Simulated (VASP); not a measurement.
# NaCuH3 (P6_3/mmc) in VASP: single point with PBE

Aim: the single point of NaCuH3 with PBE.

Program: VASP 6.6.1. These are calculated values, not measurements. Logs are shortened: lines on timing, memory, paths and dates and some standing lists are left out, and cuts for length are marked.

### 1 The cell of the first run

Symmetry: P6_3/mmc, No. 194, hexagonal system. The conventional cell has a = 3.333 Å, b = 3.333 Å, c = 10.369 Å, α = 90.00°, β = 90.00°, γ = 120.00°. Within 2.9 Å of Na (site symmetry -3m) lie 8 H at 2.19 to 2.59 Å. Cu (site symmetry -6m2) has 5 H at 1.54 to 1.92 Å within 2.0 Å. Within 2.0 Å of H (site symmetry 3m) lie 1 Cu at 1.54 Å. H (site symmetry -6m2) has 3 Cu at 1.92 Å and 6 H at 2.46 Å and 2 Na at 2.59 Å within 2.6 Å.

### 2 Single point, PBE

File INCAR:

```
  ALGO = Normal
  EDIFF = 1E-7
  ENCUT = 520
  GGA = PE
  ISIF = 2
  ISMEAR = 0
  LASPH = True
  LCHARG = False
  LREAL = False
  LWAVE = False
  NBANDS = 32
  NELM = 100
  PREC = Accurate
  SIGMA = 0.1
```

File KPOINTS:

```
k-points
0
Gamma
  15 15 4
```

File POSCAR:

```
NaCuH3
1.0
    3.3334925070      0.0000000000      0.0000000000
   -1.6667462535      2.8868891944      0.0000000000
    0.0000000000      0.0000000000     10.3687766926
Na Cu H
2 2 6
Direct
    0.0000000000      0.0000000000      0.5000000000
    0.0000000000      0.0000000000      0.0000000000
    0.6666666667      0.3333333333      0.7500000000
    0.3333333333      0.6666666667      0.2500000000
    0.3333333333      0.6666666667      0.3982131274
    0.6666666667      0.3333333333      0.8982131274
    0.6666666667      0.3333333333      0.6017868726
    0.3333333333      0.6666666667      0.1017868726
    0.0000000000      0.0000000000      0.2500000000
    0.0000000000      0.0000000000      0.7500000000
```

Potentials or basis: VASP PAW PBE potentials, release 64 (Na_pv, Cu, H).

Started as:

```
cat potpaw_PBE.64/Na_pv/POTCAR potpaw_PBE.64/Cu/POTCAR potpaw_PBE.64/H/POTCAR > POTCAR
mpirun -np 1 vasp_std > vasp.out
```

OUTCAR:

```text
EDIFF = 1E-7
   ENCUT = 520
   GGA = PE
   ISIF = 2
   ISMEAR = 0
   LASPH = True
   LREAL = False
   NELM = 100
   PREC = Accurate

 ion  position               nearest neighbor table
   1  0.000  0.000  0.500-
   2  0.000  0.000  0.000-
   3  0.667  0.333  0.750-   6 1.54   7 1.54
   4  0.333  0.667  0.250-   5 1.54   8 1.54
   5  0.333  0.667  0.398-   4 1.54
   6  0.667  0.333  0.898-   3 1.54
   7  0.667  0.333  0.602-   3 1.54
   8  0.333  0.667  0.102-   4 1.54
   9  0.000  0.000  0.250-
  10  0.000  0.000  0.750-

  LATTYP: Found a hexagonal cell.
 ALAT       =     3.3334925070
 C/A-ratio  =     3.1104844756

  Lattice vectors:

 A1 = (   3.3334925070,   0.0000000000,   0.0000000000)
 A2 = (  -1.6667462535,   2.8868891944,   0.0000000000)
 A3 = (   0.0000000000,   0.0000000000,  10.3687766926)

Analysis of symmetry for initial positions (statically):
=====================================================================
 Subroutine PRICEL returns:
 Original cell was already a primitive cell.

 Routine SETGRP: Setting up the symmetry group for a
 hexagonal supercell.

 Subroutine GETGRP returns: Found 24 space group operations
 (whereof 12 operations were pure point group operations)
 out of a pool of 24 trial point group operations.

The static configuration has the point symmetry D_3d.
 The point group associated with its full space group is D_6h.

Analysis of symmetry for dynamics (positions and initial velocities):
=====================================================================
 Subroutine PRICEL returns:
 Original cell was already a primitive cell.

 Routine SETGRP: Setting up the symmetry group for a
 hexagonal supercell.

 Subroutine GETGRP returns: Found 24 space group operations
 (whereof 12 operations were pure point group operations)
 out of a pool of 24 trial point group operations.

The dynamic configuration has the point symmetry D_3d.
 The point group associated with its full space group is D_6h.

 Subroutine INISYM returns: Found 24 space group operations
 (whereof 12 operations are pure point group operations),
[... 108 lines left out ...]
   LSORBIT =      F    spin-orbit coupling
   LASPH  =      T    aspherical Exc in radial PAW
   ENCUT  =  520.0 eV  38.22 Ry    6.18 a.u.   6.20  6.20 19.28*2*pi/ulx,y,z
   NELM   =    100;   NELMIN=  2; NELMDL= -5     # of ELM steps
   EDIFF  = 0.1E-06   stopping-criterion for ELM
   LREAL  =      F    real-space projection
   EDIFFG = 0.1E-05   stopping-criterion for IOM
   NSW    =      0    number of steps for IOM
   IBRION =     -1    ionic relax: 0-MD 1-quasi-New 2-CG
   NFREE  =      0    steps in history (QN), initial steepest desc. (CG)
   ISIF   =      2    stress and relaxation
   ISYM   =      2    0-nonsym 1-usesym 2-fastsym
   POTIM  = 0.5000    time-step for ionic-motion
   TEBEG  =    0.0;   TEEND  =   0.0 temperature during run
   PSTRESS=    0.0 pullay stress
   NELECT =      42.0000    total number of electrons
   NUPDOWN=      -1.0000    fix difference up-down
   EMIN   =  10.00;   EMAX   =-10.00  energy-range for DOS
   EFERMI =   0.00;   METHOD = LEGACY
   ISMEAR =     0;   SIGMA  =   0.10  broadening in eV -4-tet -1-fermi 0-gaus
   EFERMI_NEDOS =   21; number of points for ismear=-14 and -15
   IALGO  =     38    algorithm
   IMIX   =      4    mixing-type and parameters
     AMIX     =   0.40;   BMIX     =  1.00
     AMIX_MAG =   1.60;   BMIX_MAG =  1.00
  volume/ion in A,a.u.               =       9.98        67.34
  Fermi-wavevector in a.u.,A,eV,Ry     =   1.226890  2.318486 20.480286  1.505259
  Thomas-Fermi vector in A             =   2.361874
   LORBIT       =      0    0 simple, 1 ext, 2 COOP (PROOUT), +10 PAW based schemes
   GGA     = PE    functional components
   LHFCALC =     F    Hartree Fock is set to
   AEXX    =    0.0000 exact exchange contribution
   IVDW    =     0    specifies the selected vdW correction
   LEPSILON=     F    determine dielectric tensor
   LRPA    =     F    only Hartree local field effects (RPA)
 non-spin polarized calculation
 Gauss-broadening in eV      SIGMA  =   0.10
  energy-cutoff  :      520.00
  volume of cell :       99.78
 maximum number of plane-waves:      2709
 NGX is ok and might be reduce to    28
   NGX = 13   NGY = 13   NGZ = 39

 number of electron      41.9999988 magnetization

 Free energy of the ion-electron system (eV)
  ---------------------------------------------------
  ext. energy  EPLUGINS =         0.00000000
  ---------------------------------------------------
  free energy    TOTEN  =       -29.48289429 eV

  energy without entropy =      -29.47496172  energy(sigma->0) =      -29.47892800

 E-fermi :   1.6546     XC(G=0):  -9.1231

 val. band max:        1.6389341591   @ k =   0.2667   0.2000   0.0000
 cond. band min:       1.6606909106   @ k =   0.0667   0.0000   0.0000
 fundamental gap:      0.0217567515
 Fermi energy:         1.6545743318

 k-point     1 :       0.0000    0.0000    0.0000
  band No.  band energies     occupation
      1     -21.7408      2.00000
      2     -21.7389      2.00000
      3     -21.7336      2.00000
      4     -21.7336      2.00000
      5     -21.7336      2.00000
      6     -21.7336      2.00000
[... 829 lines left out ...]
     31      10.3142      0.00000
     32      11.7294      0.00000

 [... further k-points ...]
[... 5 lines left out ...]
  --------------------------------------------------------------------------------------
  -------------------------------------------------------------------------------------
  Total        0.0007550      0.0007550      0.1393052     -0.0000000      0.0000000      0.0000000
  in kB        0.0121221      0.0121221      2.2367670     -0.0000000      0.0000000      0.0000000
  external PRESSURE =       0.7536704 kB  Pullay stress =       0.0000000 kB

 VOLUME and BASIS-vectors are now :
 -----------------------------------------------------------------------------
  energy-cutoff  :      520.00
  volume of cell :       99.78
      direct lattice vectors                 reciprocal lattice vectors
     3.333492507  0.000000000  0.000000000     0.299985675  0.173196810  0.000000000
    -1.666746253  2.886889194  0.000000000     0.000000000  0.346393620  0.000000000
     0.000000000  0.000000000 10.368776693     0.000000000  0.000000000  0.096443392

 POSITION                                       TOTAL-FORCE (eV/Angst)
 -----------------------------------------------------------------------------------
      0.00000      0.00000      5.18439         0.000000     -0.000000     -0.000000
      0.00000      0.00000      0.00000         0.000000     -0.000000     -0.000000
      1.66675      0.96230      7.77658         0.000000     -0.000000     -0.000000
     -0.00000      1.92459      2.59219        -0.000000     -0.000000     -0.000000
     -0.00000      1.92459      4.12898         0.000000     -0.000000      0.028780
      1.66675      0.96230      9.31337         0.000000      0.000000      0.028780
      1.66675      0.96230      6.23979         0.000000     -0.000000     -0.028780
     -0.00000      1.92459      1.05541         0.000000      0.000000     -0.028780
      0.00000      0.00000      2.59219         0.000000     -0.000000     -0.000000
      0.00000      0.00000      7.77658        -0.000000      0.000000     -0.000000
 -----------------------------------------------------------------------------------
    total drift:                                0.000000     -0.000000     -0.000000

  FREE ENERGIE OF THE ION-ELECTRON SYSTEM (eV)
  ---------------------------------------------------
  free  energy   TOTEN  =       -29.4828942852 eV

  energy  without entropy=      -29.4749617213  energy(sigma->0) =      -29.47892800
```

stdout:

```text
POSCAR found type information on POSCAR NaCuH
 POSCAR found :  3 types and      10 ions
 scaLAPACK will be used
 LDA part: xc-table for (Slater+PW92), standard interpolation
 POSCAR, INCAR and KPOINTS ok, starting setup
 FFT: planning ... GRIDC
 FFT: planning ... GRID_SOFT
 FFT: planning ... GRID
 WAVECAR not read
 entering main loop
```

It took 3.6 min on 1 thread of Intel Xeon 6975P-C (Granite Rapids), shared host; peak memory 0.37 GiB.

What came out:

| Item | Value |
| --- | --- |
| Free energy | -29.4829 eV |
| Pressure | 0.1 GPa |
| Largest force | 0.029 eV/Å |
| Band gap on the k mesh | zero (band 21 reaches 2.97 eV, above the bottom of band 22 at 0.25 eV) |

Forces on the atoms (eV/Å):
```
Na   0.000  0.000  0.000
Na   0.000  0.000  0.000
Cu   0.000  0.000  0.000
Cu   0.000  0.000  0.000
H    0.000  0.000  0.029
H    0.000  0.000  0.029
H    0.000  0.000 -0.029
H    0.000  0.000 -0.029
H    0.000  0.000  0.000
H    0.000  0.000  0.000
```
